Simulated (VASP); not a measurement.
Write the native input for VASP 6.6.1 that does the following.

| Quantity | Value |
| --- | --- |
| Task | single point |
| Functional | LDA |
| Potentials or basis | VASP PAW LDA potentials, release 64 (Ge_d) |
| Cutoff | 520 eV |
| k mesh | 16 × 16 × 16 |
| Occupations | gaussian, width 0.15 eV |
| Spin | no spin polarisation |
| Dipole correction | no |
| Further INCAR settings | ALGO = Normal; EDIFF = 1e-06; NBANDS = 21 |

The structure of Ge lies in POSCAR:

```
Ge
1.0
    0.0000000000      2.8600140185      2.8600140185
    2.8600140185      0.0000000000      2.8600140185
    2.8600140185      2.8600140185      0.0000000000
Ge
2
Direct
    0.5000000000      0.5000000000      0.5000000000
    0.7500000000      0.7500000000      0.7500000000
```

This cell differs from its parent crystal: volume 23.394 Å^3 an atom, c/a of the conventional cell 1.0000.

These files were run (other wordings do the same):

INCAR

```
PREC = Accurate
ENCUT = 520
EDIFF = 1E-6
ISMEAR = 0
SIGMA = 0.15
LREAL = False
LASPH = True
NELM = 100
ALGO = Normal
ISIF = 2
LWAVE = False
LCHARG = False
NBANDS = 21
```

KPOINTS

```
regular mesh
0
Gamma
  16 16 16
```

Potentials or basis: VASP PAW LDA potentials, release 64 (Ge_d).

Launch:

```console
$ cat potpaw_LDA.64/Ge_d/POTCAR > POTCAR
$ mpirun -np 1 vasp_std > vasp.out
```

It gave:

```yaml
Pressure: -3.1 GPa
Band_gap_on_the_k_mesh: zero (band 14 reaches 4.41 eV, above the bottom of band 15 at 4.38 eV)
```

It took 43 s on 1 thread of Intel(R) Xeon(R) 6975P-C (Granite Rapids), with other jobs on the host, peak memory 0.22 GiB.
